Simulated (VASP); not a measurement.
Set up this calculation in VASP 6.6.1, as the native input.

```yaml
Task: single point
Functional: PBE0
Potentials_or_basis: VASP PAW PBE potentials, release 64 (Bi_d)
Cutoff: 520 eV
k_mesh: 1 × 1 × 1
Occupations: fermi-dirac, width 0.01 eV
Spin: collinear spin
Starting_moments: "[3.0] μB"
Dipole_correction: no
Grid_for_exact_exchange_PRECFOCK: Normal
Further_INCAR_settings: ALGO = Normal; EDIFF = 1e-06; NBANDS = 18; ISYM = 0
Share_of_exact_exchange: 0.25
```

System: Bi.

```
Bi
1.0
    14.00000    0.00000    0.00000
     0.00000   14.40000    0.00000
     0.00000    0.00000   14.80000
Bi
1
Direct
  0.50000 0.50000 0.50000
```

These files were run (other wordings do the same):

POSCAR

```
Bi
1.0
   14.0000000000      0.0000000000      0.0000000000
    0.0000000000     14.4000000000      0.0000000000
    0.0000000000      0.0000000000     14.8000000000
Bi
1
Direct
    0.5000000000      0.5000000000      0.5000000000
```

INCAR.step1

```
SYSTEM = Bi
PREC = Accurate ; ENCUT = 520
EDIFF = 1E-5 ; ISMEAR = -1
SIGMA = 0.01 ; LREAL = .False.
LASPH = .True. ; NELM = 150
ALGO = Normal ; ISIF = 2
LWAVE = .True. ; LCHARG = .False.
ISPIN = 2 ; MAGMOM = 3
LORBIT = 11 ; GGA = PE
ISYM = 0 ; NBANDS = 18
```

INCAR.step2

```
SYSTEM = Bi
PREC = Accurate ; ENCUT = 520
EDIFF = 1E-6 ; ISMEAR = -1
SIGMA = 0.01 ; LREAL = .False.
LASPH = .True. ; NELM = 150
ALGO = Normal ; ISIF = 2
LWAVE = .False. ; LCHARG = .False.
ISPIN = 2 ; MAGMOM = 3
LORBIT = 11 ; GGA = PE
LHFCALC = .True. ; AEXX = 0.25
PRECFOCK = Normal ; ISTART = 1
ISYM = 0 ; NBANDS = 18
```

KPOINTS

```
regular mesh
0
Gamma
  1 1 1
  0 0 0
```

Potentials or basis: VASP PAW PBE potentials, release 64 (Bi_d).

Launch:

```bash
$ cat potpaw_PBE.64/Bi_d/POTCAR > POTCAR
$ cp INCAR.step1 INCAR
$ mpirun -np 1 vasp_gam > vasp.out
$ cp INCAR.step2 INCAR
$ mpirun -np 1 vasp_gam > vasp.out
```

It gave:

* Pressure: 0.0 GPa
* Band gap on the k mesh: 3.76 eV
* Net moment: 3.00 μB per cell
* Site moments: Bi +1.32 μB
* Valence electrons inside the program's atomic spheres: Bi 12.78

Caveat: the PAW data sets were made with another functional, which shifts forces and pressure a little; spin-orbit coupling is left out, which moves the levels of the heavy elements.

Wall time 14 min on 1 thread of Intel(R) Xeon(R) Platinum 8259CL CPU @ 2.50GHz (Skylake/Cascade Lake) (shared host), peak memory 2.8 GiB.
